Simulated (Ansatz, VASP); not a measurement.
# Sn in VASP and in Ansatz

File POSCAR:

```
Sn
1.0
    0.0000000000      2.3251786363      2.3251786363
    2.3251786363      0.0000000000      2.3251786363
    2.3251786363      2.3251786363      0.0000000000
Sn
1
Direct
    0.0000000000      0.0000000000      0.0000000000
```

File INCAR.step1:

```
SYSTEM = Sn
PREC = Accurate
ENCUT = 520
ISMEAR = -1
SIGMA = 0.1
LREAL = .False.
LASPH = .True.
NELM = 60
NBANDS = 13
GGA = PE
ALGO = Normal
EDIFF = 1E-4
LWAVE = .True.
LCHARG = .False.
```

Contents of INCAR.step2:

```
SYSTEM = Sn
PREC = Accurate
ENCUT = 520
EDIFF = 1E-7
ISMEAR = -1
SIGMA = 0.1
LREAL = .False.
LASPH = .True.
NELM = 60
ALGO = Normal
ISIF = 2
LWAVE = .False.
LCHARG = .True.
METAGGA = R2SCAN
LMIXTAU = .True.
LELF = .True.
LVHAR = .True.
NBANDS = 13
ISTART = 1
```

The input KPOINTS:

```
Automatic mesh
0
Gamma
  13 13 13
  0 0 0
```

Input for Ansatz:

```yaml
crystal:
  lattice:
    - [0.0, 2.3251786363, 2.3251786363]
    - [2.3251786363, 0.0, 2.3251786363]
    - [2.3251786363, 2.3251786363, 0.0]
  atoms:
    - { symbol: Sn, position: [0.0, 0.0, 0.0] }
hamiltonian:
  xc: r2scan
  pseudopotentials:
    kind: paw
    azcp:
      Sn: "pseudopotentials/Sn.paw.azcp"
basis:
  ecutwfc: 500
  fft_grid_basis: typed
kpoints:
  mp_grid: { grid: [13, 13, 13], shift: [0, 0, 0] }
magnetization:
  spin_polarized: false
scf:
  occupations: { method: fermi_dirac, width: 0.1 }
  lower_state_search: "off"
output:
  stress: true
  write_density: true
  write_potential: true
  elf: true
  volumetric_format: npy
```

Alike in both runs: task single point; functional r2SCAN; k mesh 13 × 13 × 13; occupations fermi-dirac, width 0.1 eV; no spin polarisation.

```csv
,VASP,Ansatz
version,VASP 6.6.1,Ansatz 0.2.0
potentials or method,"VASP PAW PBE potentials, release 64 (Sn_d), cutoff 520 eV","plane waves (500 eV) with PAW, scalar-relativistic"
valence electrons in the cell,14,14
```

|  | VASP | Ansatz | Ansatz less VASP |
| --- | --- | --- | --- |
| pressure (GPa) | 5.0 | 5.0 | -0.03 |

VASP's potentials were made for PBE, not for r2SCAN.
